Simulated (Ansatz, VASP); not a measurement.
# One calculation of C, two programs

INCAR

```
SYSTEM = C
  PREC = Accurate
  ENCUT = 520
  EDIFF = 1E-7
  ISMEAR = 0
  SIGMA = 0.05
  LREAL = .FALSE.
  LASPH = .TRUE.
  NELM = 100
  ALGO = Normal
  ISIF = 2
  LWAVE = .FALSE.
  LCHARG = .FALSE.
  GGA = PS
  IVDW = 12
  NBANDS = 11
```

The input KPOINTS:

```
Automatic mesh
0
G
  15 15 15
  0 0 0
```

POSCAR

```
C
1.0
    1.2598588274      0.7273798331      3.3656550279
   -1.2598588274      0.7273798331      3.3656550279
    0.0000000000     -1.4547596662      3.3656550279
C
2
Direct
    0.1421760251      0.1909910183      0.1665835217
    0.8578239749      0.8090089817      0.8334164783
```

Input for Ansatz:

```yaml
crystal:
  lattice:
    - [1.2598588274, 0.7273798331, 3.3656550279]
    - [-1.2598588274, 0.7273798331, 3.3656550279]
    - [0.0, -1.4547596662, 3.3656550279]
  atoms:
    - { symbol: C, position: [0.1421760251, 0.1909910183, 0.1665835217] }
    - { symbol: C, position: [0.8578239749, 0.8090089817, 0.8334164783] }
basis:
  ecutwfc: 520.0
kpoints:
  mp_grid: { grid: [15, 15, 15] }
hamiltonian:
  xc: pbesol
  dispersion: d3bj
scf:
  occupations: { method: gaussian, width: 0.05 }
output:
  forces: true
  stress: true
  eigenvalues: true
```

Change from the starting cell: mode 5 frozen in at -0.060 Å, equal normal strain along x, y and z +0.0250.

Alike in both runs: task single point; functional PBEsol; dispersion D3(BJ); k mesh 15 × 15 × 15; occupations gaussian, width 0.05 eV; no spin polarisation.

|  | VASP | Ansatz |
| --- | --- | --- |
| version | VASP 6.6.1 | Ansatz 0.2.0 |
| potentials or method | VASP PAW PBE potentials, release 64 (C), cutoff 520 eV | scalar-relativistic, plane waves, PAW |
| valence electrons in the cell | 8 | 8 |

VASP gave:

| Item | Value |
| --- | --- |
| gap on the k mesh at the Fermi level (eV) | 0.08 |
| least direct gap on the mesh (eV) | 0.13 |
| pressure (GPa) | -13.0 |
| traceless stress, the component that is largest in VASP (GPa) | 12.30 |
| rms of the force components (eV/Å) | 3.271 |

Estimate Ansatz's values.

gap on the k mesh at the Fermi level (eV): 0.08; least direct gap on the mesh (eV): 0.13; pressure (GPa): -13.5; traceless stress, the component that is largest in VASP (GPa): 12.88; rms of the force components (eV/Å): 3.255.

VASP's potentials were made for PBE, not for PBEsol. Atom by atom the forces differ by 0.016 eV/Å (rms over components).
